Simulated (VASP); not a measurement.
# Si2Mo (I4/mmm) in VASP: single point with PBE

Aim: the single point of Si2Mo with PBE.

Everything below comes from runs of VASP 6.6.1. Logs are shortened: lines on timing, memory, paths and dates and some standing lists are left out, and cuts for length are marked.

## (1) The cell of the first run

Symmetry: I4/mmm, No. 139, tetragonal system. Conventional cell: a = 3.200 Å, b = 3.200 Å, c = 7.861 Å, α = 90.00°, β = 90.00°, γ = 90.00°. Si (site symmetry 4mm) has 9 Si at 2.59 to 3.20 Å and 5 Mo at 2.61 to 2.63 Å within 3.4 Å. Within 3.4 Å of Mo (site symmetry 4/mmm) lie 10 Si at 2.61 to 2.63 Å and 4 Mo at 3.20 Å.

## (2) Single point, PBE

INCAR reads:

```
ALGO = Normal
EDIFF = 1E-6
ENCUT = 520
GGA = PE
ISIF = 2
ISMEAR = 1
LASPH = True
LCHARG = False
LREAL = False
LWAVE = False
NBANDS = 18
NELM = 100
PREC = Accurate
SIGMA = 0.2
```

KPOINTS reads:

```
k-points
0
Gamma
  12 12 12
```

POSCAR reads:

```
Si2Mo
1.0
   -1.6000000000      1.6000000000      3.9305000000
    1.6000000000     -1.6000000000      3.9305000000
    1.6000000000      1.6000000000     -3.9305000000
Si Mo
2 1
Direct
    0.3349538831      0.3349538831      0.0000000000
    0.6650461169      0.6650461169      0.0000000000
    0.0000000000      0.0000000000      0.0000000000
```

Potentials or basis: VASP PAW PBE potentials, release 64 (Si, Mo_sv).

On the command line:

```sh
$ cat potpaw_PBE.64/Si/POTCAR potpaw_PBE.64/Mo_sv/POTCAR > POTCAR
$ mpirun -np 1 vasp_std > vasp.out
```

OUTCAR:

```text
EDIFF = 1E-6
   ENCUT = 520
   GGA = PE
   ISIF = 2
   ISMEAR = 1
   LASPH = True
   LREAL = False
   NELM = 100
   PREC = Accurate

 ion  position               nearest neighbor table
   1  0.335  0.335  0.000-   2 2.59   3 2.61   3 2.61   3 2.61   3 2.61   2 2.63   2 2.63   2 2.63
                             2 2.63   3 2.63
   2  0.665  0.665  0.000-   1 2.59   3 2.61   3 2.61   3 2.61   3 2.61   1 2.63   1 2.63   1 2.63
                             1 2.63   3 2.63
   3  0.000  0.000  0.000-   2 2.61   2 2.61   2 2.61   1 2.61   2 2.61   1 2.61   1 2.61   1 2.61
                             1 2.63   2 2.63

  LATTYP: Found a body centered tetragonal cell.
 ALAT       =     3.2000000000
 C/A-ratio  =     2.4565625000

  Lattice vectors:

 A1 = (  -1.6000000000,   1.6000000000,   3.9305000000)
 A2 = (   1.6000000000,  -1.6000000000,   3.9305000000)
 A3 = (   1.6000000000,   1.6000000000,  -3.9305000000)

Analysis of symmetry for initial positions (statically):
=====================================================================
 Subroutine PRICEL returns:
 Original cell was already a primitive cell.

 Routine SETGRP: Setting up the symmetry group for a
 body centered tetragonal supercell.

 Subroutine GETGRP returns: Found 16 space group operations
 (whereof 16 operations were pure point group operations)
 out of a pool of 16 trial point group operations.

The static configuration has the point symmetry D_4h.

Analysis of symmetry for dynamics (positions and initial velocities):
=====================================================================
 Subroutine PRICEL returns:
 Original cell was already a primitive cell.

 Routine SETGRP: Setting up the symmetry group for a
 body centered tetragonal supercell.

 Subroutine GETGRP returns: Found 16 space group operations
 (whereof 16 operations were pure point group operations)
 out of a pool of 16 trial point group operations.

The dynamic configuration has the point symmetry D_4h.

 Subroutine INISYM returns: Found 16 space group operations
 (whereof 16 operations are pure point group operations),
 and found     1 'primitive' translations

----------------------------------------------------------------------------------------

                                     Primitive cell

  volume of cell :      40.2483

  direct lattice vectors                    reciprocal lattice vectors
    -1.600000000  1.600000000  3.930500000     0.000000000  0.312500000  0.127210279
     1.600000000 -1.600000000  3.930500000     0.312500000  0.000000000  0.127210279
     1.600000000  1.600000000 -3.930500000     0.312500000  0.312500000  0.000000000

  length of vectors
     4.535287229  4.535287229  4.535287229     0.337399918  0.337399918  0.441941738

  position of ions in fractional coordinates (direct lattice)
     0.334953883  0.334953883  0.000000000
     0.665046117  0.665046117  0.000000000
     0.000000000  0.000000000  0.000000000

  ion indices of the primitive-cell ions
   primitive index   ion index
                 1           1
                 2           2
                 3           3

----------------------------------------------------------------------------------------

 KPOINTS: k-points

Automatic generation of k-mesh.
 Grid dimensions read from file:
 generate k-points for:   12   12   12

 Generating k-lattice:

  Cartesian coordinates                     Fractional coordinates (reciprocal lattice)
     0.000000000  0.026041667  0.010600857     0.083333333  0.000000000 -0.000000000
     0.026041667  0.000000000  0.010600857     0.000000000  0.083333333 -0.000000000
     0.026041667  0.026041667  0.000000000     0.000000000  0.000000000  0.083333333

  Length of vectors
     0.028116660  0.028116660  0.036828478

  Shift w.r.t. Gamma in fractional coordinates (k-lattice)
     0.000000000  0.000000000  0.000000000

 Subroutine IBZKPT returns following result:
 ===========================================

 Found    163 irreducible k-points:

 Following reciprocal coordinates:
            Coordinates               Weight
  0.000000  0.000000  0.000000      1.000000
  0.083333 -0.000000  0.000000      8.000000
  0.166667 -0.000000  0.000000      8.000000
  0.250000 -0.000000  0.000000      8.000000
  0.333333 -0.000000  0.000000      8.000000
  0.416667  0.000000  0.000000      8.000000
[... 16 lines left out ...]
  0.500000  0.166667  0.000000     16.000000
 -0.416667  0.166667  0.000000     16.000000
 [... further k-points ...]
   k-points           NKPTS =    163   k-points in BZ     NKDIM =    163   number of bands    NBANDS=     18
   number of dos      NEDOS =    301   number of ions     NIONS =      3
   total plane-waves  NPLWV =  46656
   dimension x,y,z NGX =    36 NGY =   36 NGZ =   36
   dimension x,y,z NGXF=    72 NGYF=   72 NGZF=   72
   ions per type =               2   1
   NGX,Y,Z   is equivalent  to a cutoff of  13.20, 13.20, 13.20 a.u.
   NGXF,Y,Z  is equivalent  to a cutoff of  26.39, 26.39, 26.39 a.u.
 SYSTEM =  unknown system
   PREC   = accura    normal or accurate (medium, high low for compatibility)
   ISTART =      0    job   : 0-new  1-cont  2-samecut
   ICHARG =      2    charge: 1-file 2-atom 10-const
   ISPIN  =      1    spin polarized calculation?
   LNONCOLLINEAR =      F non collinear calculations
   LSORBIT =      F    spin-orbit coupling
   LASPH  =      T    aspherical Exc in radial PAW
   ENCUT  =  520.0 eV  38.22 Ry    6.18 a.u.   8.43  8.43  8.43*2*pi/ulx,y,z
   NELM   =    100;   NELMIN=  2; NELMDL= -5     # of ELM steps
   EDIFF  = 0.1E-05   stopping-criterion for ELM
   LREAL  =      F    real-space projection
   EDIFFG = 0.1E-04   stopping-criterion for IOM
   NSW    =      0    number of steps for IOM
   IBRION =     -1    ionic relax: 0-MD 1-quasi-New 2-CG
   NFREE  =      0    steps in history (QN), initial steepest desc. (CG)
   ISIF   =      2    stress and relaxation
   ISYM   =      2    0-nonsym 1-usesym 2-fastsym
   POTIM  = 0.5000    time-step for ionic-motion
   TEBEG  =    0.0;   TEEND  =   0.0 temperature during run
   PSTRESS=    0.0 pullay stress
   NELECT =      22.0000    total number of electrons
   NUPDOWN=      -1.0000    fix difference up-down
   EMIN   =  10.00;   EMAX   =-10.00  energy-range for DOS
   EFERMI =   0.00;   METHOD = LEGACY
   ISMEAR =     1;   SIGMA  =   0.20  broadening in eV -4-tet -1-fermi 0-gaus
   EFERMI_NEDOS =   21; number of points for ismear=-14 and -15
   IALGO  =     38    algorithm
   IMIX   =      4    mixing-type and parameters
     AMIX     =   0.40;   BMIX     =  1.00
     AMIX_MAG =   1.60;   BMIX_MAG =  1.00
  volume/ion in A,a.u.               =      13.42        90.54
  Fermi-wavevector in a.u.,A,eV,Ry     =   1.338546  2.529484 24.377614  1.791704
  Thomas-Fermi vector in A             =   2.467007
   LORBIT       =      0    0 simple, 1 ext, 2 COOP (PROOUT), +10 PAW based schemes
   GGA     = PE    functional components
   LHFCALC =     F    Hartree Fock is set to
   AEXX    =    0.0000 exact exchange contribution
   IVDW    =     0    specifies the selected vdW correction
   LEPSILON=     F    determine dielectric tensor
   LRPA    =     F    only Hartree local field effects (RPA)
 non-spin polarized calculation
 Methfessel and Paxton  Order N= 1 SIGMA  =   0.20
  energy-cutoff  :      520.00
  volume of cell :       40.25
 maximum number of plane-waves:      1112
 NGX is ok and might be reduce to    36
   NGX = 17   NGY = 17   NGZ = 17

 number of electron      22.0000000 magnetization

 Free energy of the ion-electron system (eV)
  ---------------------------------------------------
  ext. energy  EPLUGINS =         0.00000000
  ---------------------------------------------------
  free energy    TOTEN  =       -23.25635034 eV

  energy without entropy =      -23.25643426  energy(sigma->0) =      -23.25637831

 E-fermi :  12.2566     XC(G=0): -12.4267

 val. band max:       12.2134084006   @ k =  -0.4167   0.5000   0.3333
 cond. band min:      12.2650165261   @ k =   0.0833  -0.0000   0.0000
 fundamental gap:      0.0516081255
 Fermi energy:        12.2566094689

 k-point     1 :       0.0000    0.0000    0.0000
  band No.  band energies     occupation
      1     -48.4643      2.00000
      2     -22.6173      2.00000
      3     -22.5376      2.00000
      4     -22.5376      2.00000
      5      -1.1661      2.00000
      6       5.8686      2.00000
[... 10 lines left out ...]
     17      17.3555      0.00000
     18      17.3555      0.00000

 k-point     2 :       0.0833   -0.0000    0.0000
  band No.  band energies     occupation
      1     -48.4630      2.00000
      2     -22.6160      2.00000
      3     -22.5551      2.00000
      4     -22.5359      2.00000
      5      -1.0397      2.00000
      6       5.8747      2.00000
[... 10 lines left out ...]
     17      17.4589      0.00000
     18      18.1057      0.00000

 k-point     3 :       0.1667   -0.0000    0.0000
  band No.  band energies     occupation
      1     -48.4597      2.00000
      2     -22.6126      2.00000
      3     -22.6026      2.00000
      4     -22.5315      2.00000
      5      -0.6672      2.00000
      6       5.8303      2.00000
[... 10 lines left out ...]
     17      18.1010      0.00000
     18      19.5723      0.00000

 k-point     4 :       0.2500   -0.0000    0.0000
  band No.  band energies     occupation
      1     -48.4550      2.00000
      2     -22.6674      2.00000
      3     -22.6073      2.00000
      4     -22.5254      2.00000
      5      -0.0676      2.00000
      6       5.5049      2.00000
[... 10 lines left out ...]
     17      19.1212      0.00000
     18      21.2410      0.00000

 k-point     5 :       0.3333   -0.0000    0.0000
  band No.  band energies     occupation
      1     -48.4504      2.00000
      2     -22.7312      2.00000
      3     -22.6022      2.00000
      4     -22.5193      2.00000
      5       0.7280      2.00000
      6       4.7584      2.00000
[... 10 lines left out ...]
     17      19.2395      0.00000
     18      21.4516      0.00000

 k-point     6 :       0.4167    0.0000    0.0000
  band No.  band energies     occupation
      1     -48.4470      2.00000
      2     -22.7775      2.00000
      3     -22.5985      2.00000
      4     -22.5148      2.00000
      5       1.6766      2.00000
      6       3.7805      2.00000
[... 10 lines left out ...]
     17      18.7836      0.00000
     18      20.0785      0.00000

 k-point     7 :       0.5000   -0.0000    0.0000
  band No.  band energies     occupation
      1     -48.4457      2.00000
      2     -22.7943      2.00000
      3     -22.5972      2.00000
      4     -22.5132      2.00000
      5       2.6900      2.00000
      6       2.7506      2.00000
[... 10 lines left out ...]
     17      18.6079      0.00000
     18      19.3462      0.00000

 k-point     8 :       0.0833    0.0833    0.0000
  band No.  band energies     occupation
      1     -48.4618      2.00000
      2     -22.6154      2.00000
      3     -22.5546      2.00000
      4     -22.5523      2.00000
      5      -0.8789      2.00000
      6       5.7093      2.00000
[... 10 lines left out ...]
     17      18.1269      0.00000
     18      18.2756      0.00000
[... 229 lines left out ...]
     17      19.0968      0.00000
     18      20.1835      0.00000

 k-point    20 :       0.2500    0.1667    0.0000
  band No.  band energies     occupation
      1     -48.4504      2.00000
      2     -22.6598      2.00000
      3     -22.6040      2.00000
      4     -22.5883      2.00000
      5       0.5585      2.00000
      6       5.0211      2.00000
[... 10 lines left out ...]
     17      19.1726      0.00000
     18      20.8583      0.00000

 k-point    21 :       0.3333    0.1667    0.0000
  band No.  band energies     occupation
      1     -48.4458      2.00000
      2     -22.7224      2.00000
      3     -22.5981      2.00000
      4     -22.5814      2.00000
      5       1.3448      2.00000
      6       4.5409      2.00000
[... 10 lines left out ...]
     17      19.8212      0.00000
     18      20.7820      0.00000

 k-point    22 :       0.4167    0.1667    0.0000
  band No.  band energies     occupation
      1     -48.4425      2.00000
      2     -22.7678      2.00000
      3     -22.5930      2.00000
      4     -22.5763      2.00000
      5       2.2525      2.00000
      6       3.7425      2.00000
[... 10 lines left out ...]
     17      19.6915      0.00000
     18      21.1642      0.00000

 k-point    23 :       0.5000    0.1667    0.0000
  band No.  band energies     occupation
      1     -48.4413      2.00000
      2     -22.7843      2.00000
      3     -22.5902      2.00000
      4     -22.5743      2.00000
      5       2.7325      2.00000
      6       3.2740      2.00000
[... 10 lines left out ...]
     17      19.8194      0.00000
     18      21.0175      0.00000

 k-point    24 :      -0.4167    0.1667    0.0000
  band No.  band energies     occupation
      1     -48.4426      2.00000
      2     -22.7676      2.00000
      3     -22.5905      2.00000
      4     -22.5761      2.00000
      5       1.7707      2.00000
      6       4.2940      2.00000
[... 10 lines left out ...]
     17      19.5767      0.00000
     18      20.4564      0.00000

 [... further k-points ...]
[... 5 lines left out ...]
  --------------------------------------------------------------------------------------
  -------------------------------------------------------------------------------------
  Total        0.7640241      0.7640241      0.4684010      0.0000000      0.0000000      0.0000000
  in kB       30.4137445     30.4137445     18.6457836      0.0000000      0.0000000      0.0000000
  external PRESSURE =      26.4910908 kB  Pullay stress =       0.0000000 kB

 VOLUME and BASIS-vectors are now :
 -----------------------------------------------------------------------------
  energy-cutoff  :      520.00
  volume of cell :       40.25
      direct lattice vectors                 reciprocal lattice vectors
    -1.600000000  1.600000000  3.930500000     0.000000000  0.312500000  0.127210279
     1.600000000 -1.600000000  3.930500000     0.312500000  0.000000000  0.127210279
     1.600000000  1.600000000 -3.930500000     0.312500000  0.312500000  0.000000000

 POSITION                                       TOTAL-FORCE (eV/Angst)
 -----------------------------------------------------------------------------------
      0.00000      0.00000      2.63307        -0.000000     -0.000000     -0.004969
      0.00000      0.00000      5.22793        -0.000000     -0.000000      0.004969
      0.00000      0.00000      0.00000         0.000000      0.000000     -0.000000
 -----------------------------------------------------------------------------------
    total drift:                               -0.000000     -0.000000      0.000000

  FREE ENERGIE OF THE ION-ELECTRON SYSTEM (eV)
  ---------------------------------------------------
  free  energy   TOTEN  =       -23.2563503388 eV

  energy  without entropy=      -23.2564342644  energy(sigma->0) =      -23.25637831
```

Run time: 2.3 min. Hardware: 1 thread of AMD EPYC 7R13 (Zen 3), shared host; peak memory 0.25 GiB.

Results:

```yaml
Free_energy: -23.2564 eV
Pressure: 2.6 GPa
Largest_force: 0.005 eV/Å
Band_gap_on_the_k_mesh: zero (band 11 reaches 12.74 eV, above the bottom of band 12 at 11.79 eV)
```

Forces in eV/Å, atoms in the order of the input:
```
Si   0.000  0.000 -0.005
Si   0.000  0.000  0.005
Mo   0.000  0.000  0.000
```

Stress tensor (GPa, compression positive):
```
3.04 0.00 0.00
0.00 3.04 0.00
0.00 0.00 1.86
```

Levels at points of the mesh, in eV from the Fermi level:
```tsv
k point	band 8	band 9	band 10	band 11	band 12	band 13	band 14	band 15
(0.00, 0.00, 0.00)	-3.05	-2.61	-2.61	0.38	3.16	3.20	3.54	3.54
(0.50, 0.00, 0.00)	-4.50	-2.58	-2.56	-0.50	2.27	3.11	4.04	4.17
(0.50, 0.50, 0.00)	-5.21	-4.43	-3.07	-1.21	2.32	2.72	3.10	3.31
(0.50, 0.50, 0.50)	-2.19	-0.58	-0.58	-0.47	-0.47	0.52	4.67	5.11
```
